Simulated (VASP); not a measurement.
Set up this calculation in VASP 6.6.1, as the native input.

| Property | Result |
| --- | --- |
| Task | single point |
| Functional | PBE |
| Potentials or basis | VASP PAW PBE potentials, release 64 (Si, O) |
| Cutoff | 520 eV |
| k mesh | 6 × 6 × 10 |
| Occupations | gaussian, width 0.05 eV |
| Spin | no spin polarisation |
| Dipole correction | no |
| Further INCAR settings | ALGO = Normal; EDIFF = 1e-06; NBANDS = 25 |

The structure of SiO2 lies in POSCAR:

```
SiO2
1.0
    4.1100950855      0.0000000000      0.0000000000
    0.0000000000      4.1100950855      0.0000000000
    0.0000000000      0.0000000000      2.8569270939
Si O
2 4
Direct
    0.5000000000      0.5000000000      0.5000000000
    0.0000000000      0.0000000000      0.0000000000
    0.6930127928      0.6930127928      0.0000000000
    0.1930127928      0.8069872072      0.5000000000
    0.3069872072      0.3069872072      0.0000000000
    0.8069872072      0.1930127928      0.5000000000
```

One way to write it, as run:

INCAR

```
SYSTEM = SiO2
ALGO = Normal ; EDIFF = 1E-6
ENCUT = 520 ; GGA = PE
ISIF = 2 ; ISMEAR = 0
LASPH = .True. ; LCHARG = .False.
LREAL = .False. ; LWAVE = .False.
NBANDS = 25 ; NELM = 80
PREC = Accurate ; SIGMA = 0.05
```

KPOINTS

```
k-points
0
Gamma
  6 6 10
  0 0 0
```

Potentials or basis: VASP PAW PBE potentials, release 64 (Si, O).

Launch:

```sh
$ cat potpaw_PBE.64/Si/POTCAR potpaw_PBE.64/O/POTCAR > POTCAR
$ mpirun -np 1 vasp_std > vasp.out
```

Results of the run:

The pressure is -2.5 GPa and the largest force is 0.605 eV/Å. The band gap on the k mesh is 4.64 eV.

Caveat: the stress differs along the axes, from -26 to 9 GPa.

Wall time 25 s on 1 thread of AMD EPYC 9R45 96-Core Processor (Zen 5), with other jobs on the host, peak memory 0.16 GiB.
